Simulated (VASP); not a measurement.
# Ba (Im-3m) in VASP: notebook, part 2 of 2

VASP 6.6.1. Earlier steps stand in the parts before.

**4. Single point, r2SCAN**

File POSCAR:

```
Ba
1.0
   -2.5367939014      2.5367939014      2.5367939014
    2.5367939014     -2.5367939014      2.5367939014
    2.5367939014      2.5367939014     -2.5367939014
Ba
1
Direct
    0.0000000000      0.0000000000      0.0000000000
```

File INCAR.step1:

```
PREC = Accurate
ENCUT = 520
ISMEAR = 0
SIGMA = 0.01
LREAL = False
LASPH = True
NELM = 100
NBANDS = 11
GGA = PE
ALGO = Normal
EDIFF = 1E-4
LWAVE = True
LCHARG = False
```

File INCAR.step2:

```
PREC = Accurate
ENCUT = 520
EDIFF = 1E-6
ISMEAR = 0
SIGMA = 0.01
LREAL = False
LASPH = True
NELM = 100
ALGO = Normal
ISIF = 2
LWAVE = False
LCHARG = False
METAGGA = R2SCAN
LMIXTAU = True
NBANDS = 11
ISTART = 1
```

File KPOINTS:

```
regular mesh
0
Gamma
  9 9 9
```

Potentials or basis: VASP PAW PBE potentials, release 64 (Ba_sv).

Run with:

```bash
$ cat potpaw_PBE.64/Ba_sv/POTCAR > POTCAR
$ cp INCAR.step1 INCAR
$ mpirun -np 1 vasp_std > vasp.out
$ cp INCAR.step2 INCAR
$ mpirun -np 1 vasp_std > vasp.out
```

OUTCAR:

```text
PREC = Accurate
   ENCUT = 520
   EDIFF = 1E-6
   ISMEAR = 0
   LREAL = False
   LASPH = True
   NELM = 100
   ISIF = 2
   METAGGA = R2SCAN
   ISTART = 1

 ion  position               nearest neighbor table
   1  0.000  0.000  0.000-

  LATTYP: Found a body centered cubic cell.
 ALAT       =     5.0735878028

  Lattice vectors:

 A1 = (  -2.5367939014,   2.5367939014,   2.5367939014)
 A2 = (   2.5367939014,  -2.5367939014,   2.5367939014)
 A3 = (   2.5367939014,   2.5367939014,  -2.5367939014)

Analysis of symmetry for initial positions (statically):
=====================================================================
 Subroutine PRICEL returns:
 Original cell was already a primitive cell.

 Routine SETGRP: Setting up the symmetry group for a
 body centered cubic supercell.

 Subroutine GETGRP returns: Found 48 space group operations
 (whereof 48 operations were pure point group operations)
 out of a pool of 48 trial point group operations.

The static configuration has the point symmetry O_h .

Analysis of symmetry for dynamics (positions and initial velocities):
=====================================================================
 Subroutine PRICEL returns:
 Original cell was already a primitive cell.

 Routine SETGRP: Setting up the symmetry group for a
 body centered cubic supercell.

 Subroutine GETGRP returns: Found 48 space group operations
 (whereof 48 operations were pure point group operations)
 out of a pool of 48 trial point group operations.

The dynamic configuration has the point symmetry O_h .

 Subroutine INISYM returns: Found 48 space group operations
 (whereof 48 operations are pure point group operations),
 and found     1 'primitive' translations

----------------------------------------------------------------------------------------

                                     Primitive cell

  volume of cell :      65.3004

  direct lattice vectors                    reciprocal lattice vectors
    -2.536793901  2.536793901  2.536793901     0.000000000  0.197099181  0.197099181
     2.536793901 -2.536793901  2.536793901     0.197099181  0.000000000  0.197099181
     2.536793901  2.536793901 -2.536793901     0.197099181  0.197099181  0.000000000

  length of vectors
     4.393855926  4.393855926  4.393855926     0.278740335  0.278740335  0.278740335

  position of ions in fractional coordinates (direct lattice)
     0.000000000  0.000000000  0.000000000

  ion indices of the primitive-cell ions
   primitive index   ion index
                 1           1

----------------------------------------------------------------------------------------

 KPOINTS: regular mesh

Automatic generation of k-mesh.
 Grid dimensions read from file:
 generate k-points for:    9    9    9

 Generating k-lattice:

  Cartesian coordinates                     Fractional coordinates (reciprocal lattice)
     0.000000000  0.021899909  0.021899909     0.111111111  0.000000000  0.000000000
     0.021899909  0.000000000  0.021899909     0.000000000  0.111111111  0.000000000
     0.021899909  0.021899909  0.000000000     0.000000000  0.000000000  0.111111111

  Length of vectors
     0.030971148  0.030971148  0.030971148

  Shift w.r.t. Gamma in fractional coordinates (k-lattice)
     0.000000000  0.000000000  0.000000000

 Subroutine IBZKPT returns following result:
 ===========================================

 Found     35 irreducible k-points:

 Following reciprocal coordinates:
            Coordinates               Weight
  0.000000  0.000000  0.000000      1.000000
  0.111111  0.000000  0.000000     12.000000
  0.222222  0.000000  0.000000     12.000000
  0.333333  0.000000  0.000000     12.000000
  0.444444  0.000000  0.000000     12.000000
  0.111111  0.111111  0.000000     24.000000
[... 16 lines left out ...]
 -0.333333  0.444444  0.111111     48.000000
 -0.444444 -0.444444  0.111111     24.000000
 [... further k-points ...]
   k-points           NKPTS =     35   k-points in BZ     NKDIM =     35   number of bands    NBANDS=     11
   number of dos      NEDOS =    301   number of ions     NIONS =      1
   total plane-waves  NPLWV =  46656
   dimension x,y,z NGX =    36 NGY =   36 NGZ =   36
   dimension x,y,z NGXF=    72 NGYF=   72 NGZF=   72
   ions per type =               1
   NGX,Y,Z   is equivalent  to a cutoff of  13.62, 13.62, 13.62 a.u.
   NGXF,Y,Z  is equivalent  to a cutoff of  27.24, 27.24, 27.24 a.u.
 SYSTEM =  unknown system
   PREC   = accura    normal or accurate (medium, high low for compatibility)
   ISTART =      1    job   : 0-new  1-cont  2-samecut
   ICHARG =      0    charge: 1-file 2-atom 10-const
   ISPIN  =      1    spin polarized calculation?
   LNONCOLLINEAR =      F non collinear calculations
   LSORBIT =      F    spin-orbit coupling
   LASPH  =      T    aspherical Exc in radial PAW
   ENCUT  =  520.0 eV  38.22 Ry    6.18 a.u.   8.17  8.17  8.17*2*pi/ulx,y,z
   NELM   =    100;   NELMIN=  2; NELMDL=  0     # of ELM steps
   EDIFF  = 0.1E-05   stopping-criterion for ELM
   LREAL  =      F    real-space projection
   EDIFFG = 0.1E-04   stopping-criterion for IOM
   NSW    =      0    number of steps for IOM
   IBRION =     -1    ionic relax: 0-MD 1-quasi-New 2-CG
   NFREE  =      0    steps in history (QN), initial steepest desc. (CG)
   ISIF   =      2    stress and relaxation
   ISYM   =      2    0-nonsym 1-usesym 2-fastsym
   POTIM  = 0.5000    time-step for ionic-motion
   TEBEG  =    0.0;   TEEND  =   0.0 temperature during run
   PSTRESS=    0.0 pullay stress
   NELECT =      10.0000    total number of electrons
   NUPDOWN=      -1.0000    fix difference up-down
   EMIN   =  10.00;   EMAX   =-10.00  energy-range for DOS
   EFERMI =   0.00;   METHOD = LEGACY
   ISMEAR =     0;   SIGMA  =   0.01  broadening in eV -4-tet -1-fermi 0-gaus
   EFERMI_NEDOS =   21; number of points for ismear=-14 and -15
   IALGO  =     38    algorithm
   IMIX   =      4    mixing-type and parameters
     AMIX     =   0.40;   BMIX     =  1.00
     AMIX_MAG =   1.60;   BMIX_MAG =  1.00
  volume/ion in A,a.u.               =      65.30       440.67
  Fermi-wavevector in a.u.,A,eV,Ry     =   0.875863  1.655142 10.437525  0.767136
  Thomas-Fermi vector in A             =   1.995593
   LORBIT       =      0    0 simple, 1 ext, 2 COOP (PROOUT), +10 PAW based schemes
   METAGGA = R2SCAN    functional components
   LHFCALC =     F    Hartree Fock is set to
   AEXX    =    0.0000 exact exchange contribution
   IVDW    =     0    specifies the selected vdW correction
   LEPSILON=     F    determine dielectric tensor
   LRPA    =     F    only Hartree local field effects (RPA)
 non-spin polarized calculation
 Gauss-broadening in eV      SIGMA  =   0.01
  energy-cutoff  :      520.00
  volume of cell :       65.30
 maximum number of plane-waves:      1775
 NGX is ok and might be reduce to    36
   NGX = 17   NGY = 17   NGZ = 17

 number of electron      10.0000000 magnetization

 Free energy of the ion-electron system (eV)
  ---------------------------------------------------
  ext. energy  EPLUGINS =         0.00000000
  ---------------------------------------------------
  free energy    TOTEN  =       -26.43287333 eV

  energy without entropy =      -26.43281054  energy(sigma->0) =      -26.43284193

 E-fermi :   1.6474     XC(G=0):  -7.7080

 val. band max:        1.6220186784   @ k =  -0.4444  -0.4444   0.2222
 cond. band min:       1.6524593007   @ k =  -0.3333   0.3333   0.3333
 fundamental gap:      0.0304406223
 Fermi energy:         1.6473918031

 k-point     1 :       0.0000    0.0000    0.0000
  band No.  band energies     occupation
      1     -28.3717      2.00000
      2     -12.9216      2.00000
      3     -12.9216      2.00000
      4     -12.9216      2.00000
      5      -1.2582      2.00000
      6       3.7055      0.00000
      7       3.7055      0.00000
      8       3.7055      0.00000
      9       5.0093      0.00000
     10       5.0093      0.00000
     11       8.7917      0.00000
[... 309 lines left out ...]
 k-point    24 :      -0.4444   -0.4444    0.1111
  band No.  band energies     occupation
      1     -28.3247      2.00000
      2     -13.2997      2.00000
      3     -13.1181      2.00000
      4     -12.9879      2.00000
      5       1.2703      2.00000
      6       2.1420      0.00000
      7       2.7148      0.00000
      8       4.2745      0.00000
      9       5.7695      0.00000
     10       7.1924      0.00000
     11       7.7420      0.00000

 [... further k-points ...]

------------------------ aborting loop because EDIFF is reached ----------------------------------------

  FORCE on cell =-STRESS in cart. coord.  units (eV):
  Direction    XX          YY          ZZ          XY          YZ          ZX
  --------------------------------------------------------------------------------------
  -------------------------------------------------------------------------------------
  Total        0.0087505      0.0087505      0.0087505      0.0000000      0.0000000     -0.0000000
  in kB        0.2146971      0.2146971      0.2146971      0.0000000      0.0000000     -0.0000000
  external PRESSURE =       0.2146971 kB  Pullay stress =       0.0000000 kB

 VOLUME and BASIS-vectors are now :
 -----------------------------------------------------------------------------
  energy-cutoff  :      520.00
  volume of cell :       65.30
      direct lattice vectors                 reciprocal lattice vectors
    -2.536793901  2.536793901  2.536793901     0.000000000  0.197099181  0.197099181
     2.536793901 -2.536793901  2.536793901     0.197099181  0.000000000  0.197099181
     2.536793901  2.536793901 -2.536793901     0.197099181  0.197099181  0.000000000

 POSITION                                       TOTAL-FORCE (eV/Angst)
 -----------------------------------------------------------------------------------
      0.00000      0.00000      0.00000         0.000000      0.000000      0.000000
 -----------------------------------------------------------------------------------
    total drift:                               -0.000000      0.000000      0.000000

  FREE ENERGIE OF THE ION-ELECTRON SYSTEM (eV)
  ---------------------------------------------------
  free  energy   TOTEN  =       -26.4328733255 eV

  energy  without entropy=      -26.4328105379  energy(sigma->0) =      -26.43284193
```

Run time: 46 s. Hardware: 1 thread of Intel Xeon 6975P-C (Granite Rapids), shared host; peak memory 0.21 GiB.

Results:

```yaml
Free_energy: -26.4329 eV
Pressure: 0.0 GPa
Band_gap_on_the_k_mesh: zero (bands 5 and 6 overlap by 0.94 eV)
```

Caveat: the PAW data sets were made with another functional, which shifts forces and pressure a little; spin-orbit coupling is left out, which moves the levels of the heavy elements.

**5. Single point, r2SCAN**

POSCAR is that of step 4.

File INCAR.step1:

```
SYSTEM = Ba
PREC = Accurate
ENCUT = 520
ISMEAR = 0
SIGMA = 0.03
LREAL = .FALSE.
LASPH = .TRUE.
NELM = 100
NBANDS = 11
GGA = PE
ALGO = Normal
EDIFF = 1E-4
LWAVE = .TRUE.
LCHARG = .FALSE.
```

File INCAR.step2:

```
SYSTEM = Ba
PREC = Accurate
ENCUT = 520
EDIFF = 1E-6
ISMEAR = 0
SIGMA = 0.03
LREAL = .FALSE.
LASPH = .TRUE.
NELM = 100
ALGO = Normal
ISIF = 2
LWAVE = .FALSE.
LCHARG = .TRUE.
METAGGA = R2SCAN
LMIXTAU = .TRUE.
LELF = .TRUE.
LVHAR = .TRUE.
NBANDS = 11
ISTART = 1
```

File KPOINTS:

```
regular mesh
0
G
  9 9 9
  0 0 0
```

Run with:

```bash
$ cat potpaw_PBE.64/Ba_sv/POTCAR > POTCAR
$ cp INCAR.step1 INCAR
$ mpirun -np 1 vasp_std > vasp.out
$ cp INCAR.step2 INCAR
$ mpirun -np 1 vasp_std > vasp.out
```

Wall time 50 s (1 thread of Intel Xeon 6975P-C (Granite Rapids), shared host); peak memory 0.21 GiB.

It converged, with:

| Property | Result |
| --- | --- |
| Free energy | -26.4332 eV |
| Pressure | 0.0 GPa |
| Band gap on the k mesh | zero (bands 5 and 6 overlap by 0.94 eV) |

Levels at points of the mesh, in eV from the Fermi level:
```
           k point  band 2  band 3  band 4  band 5  band 6  band 7  band 8  band 9
(0.00, 0.00, 0.00)  -14.56  -14.56  -14.56   -2.90    2.06    2.06    2.06    3.37
```

Caveat: the PAW data sets were made with another functional, which shifts forces and pressure a little; spin-orbit coupling is left out, which moves the levels of the heavy elements.

**6. The runs side by side**

| smearing | gap on the mesh (eV) | pressure (GPa) |
| --- | --- | --- |
| fermi-dirac 0.6 eV | none | 0.8 |
| fermi-dirac 1 eV | none | 1.5 |
| gaussian 0.01 eV | none | 0.0 |
| gaussian 0.03 eV | none | 0.0 |

Alike in all rows: task single point; level r2SCAN; potentials or basis VASP PAW PBE potentials, release 64 (Ba_sv); no spin polarisation; cell as given; k mesh 9 × 9 × 9; cutoff (eV) 520.

Caveats: the PAW data sets were made with another functional, which shifts forces and pressure a little; spin-orbit coupling is left out, which moves the levels of the heavy elements; so wide a smearing shifts energies and pressures (at least some runs).

Total energies depend on the potentials used, so only differences within one code and one set of settings carry meaning.
